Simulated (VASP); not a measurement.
A run of VASP 6.6.1 is set up as follows.

The input INCAR:

```
SYSTEM = Ba3Ti4O12
PREC = Accurate ; ENCUT = 520
EDIFF = 1E-7 ; ISMEAR = 0
SIGMA = 0.02 ; LREAL = .FALSE.
LASPH = .TRUE. ; NELM = 120
ALGO = Normal ; ISIF = 2
LWAVE = .FALSE. ; LCHARG = .FALSE.
GGA = PS ; IBRION = 2
NSW = 45 ; EDIFFG = -0.05
GGA_COMPAT = .FALSE. ; NELMIN = 4
KPAR = 4
```

File KPOINTS:

```
Automatic mesh
0
G
  2 2 4
  0 0 0
```

POSCAR

```
Ba3Ti4O12
1.0
    8.0120000000      0.0000000000      0.0000000000
    0.0000000000      8.0120000000      0.0000000000
    0.0000000000      0.0000000000      4.0060000000
Ti O Ba
4 12 3
Direct
    0.0000000000      0.0000000000      0.0000000000
    0.0000000000      0.5000000000      0.0000000000
    0.5000000000      0.0000000000      0.0000000000
    0.5000000000      0.5000000000      0.0000000000
    0.2500000000      0.0000000000      0.0000000000
    0.0000000000      0.2500000000      0.0000000000
    0.0000000000      0.0000000000      0.5000000000
    0.2500000000      0.5000000000      0.0000000000
    0.0000000000      0.7500000000      0.0000000000
    0.0000000000      0.5000000000      0.5000000000
    0.7500000000      0.0000000000      0.0000000000
    0.5000000000      0.2500000000      0.0000000000
    0.5000000000      0.0000000000      0.5000000000
    0.7500000000      0.5000000000      0.0000000000
    0.5000000000      0.7500000000      0.0000000000
    0.5000000000      0.5000000000      0.5000000000
    0.2500000000      0.7500000000      0.5000000000
    0.7500000000      0.2500000000      0.5000000000
    0.7500000000      0.7500000000      0.5000000000
```

Potentials or basis: VASP PAW PBE potentials, release 64 (Ti_sv, O, Ba_sv).

Run with:

```sh
$ cat potpaw_PBE.64/Ti_sv/POTCAR potpaw_PBE.64/O/POTCAR potpaw_PBE.64/Ba_sv/POTCAR > POTCAR
$ mpirun -np 4 vasp_std > vasp.out
```

(1) Estimate the band gap on the k mesh.

(2) Estimate the energy gained by relaxing.

Answers

(1) zero (bands 75 and 76 overlap by 0.50 eV).

(2) 32.8 meV/atom.

Caveat: the k points lie up to 0.39 Å⁻¹ apart; spin-orbit coupling is left out, which moves the levels of the heavy elements; semilocal functionals often make such compounds metallic where correlation or magnetic order opens a gap, which also shifts bond lengths.
